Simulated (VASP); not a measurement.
A run of VASP 6.6.1 is set up as follows.

File INCAR:

```
PREC = Accurate
ENCUT = 520
EDIFF = 1E-7
ISMEAR = 0
SIGMA = 0.1
LREAL = F
LASPH = T
NELM = 150
ALGO = Normal
ISIF = 2
LWAVE = F
LCHARG = F
ISPIN = 2
MAGMOM = 2 0 0 0
LORBIT = 11
LMAXMIX = 4
GGA = PE
NBANDS = 38
```

KPOINTS

```
Automatic mesh
0
Gamma
  4 4 4
```

POSCAR

```
NiGe3
1.0
    4.3557767200      0.0000000000      0.0000000000
    0.0000000000      4.3557767200      0.0000000000
    0.0000000000      0.0000000000      4.3557767200
Ni Ge
1 3
Direct
    0.5000000000      0.5000000000      0.5000000000
    0.5000000000      0.0000000000      0.0000000000
    0.0000000000      0.5000000000      0.0000000000
    0.0000000000      0.0000000000      0.5000000000
```

Potentials or basis: VASP PAW PBE potentials, release 64 (Ni, Ge_d).

Launch:

```sh
$ cat potpaw_PBE.64/Ni/POTCAR potpaw_PBE.64/Ge_d/POTCAR > POTCAR
$ mpirun -np 1 vasp_std > vasp.out
```

Q: What does it give for the site moments?

A: Ni -0.17; Ge -0.01 μB.

Q: Estimate the pressure.

A: -11.9 GPa.

Caveat: the k points lie up to 0.36 Å⁻¹ apart.
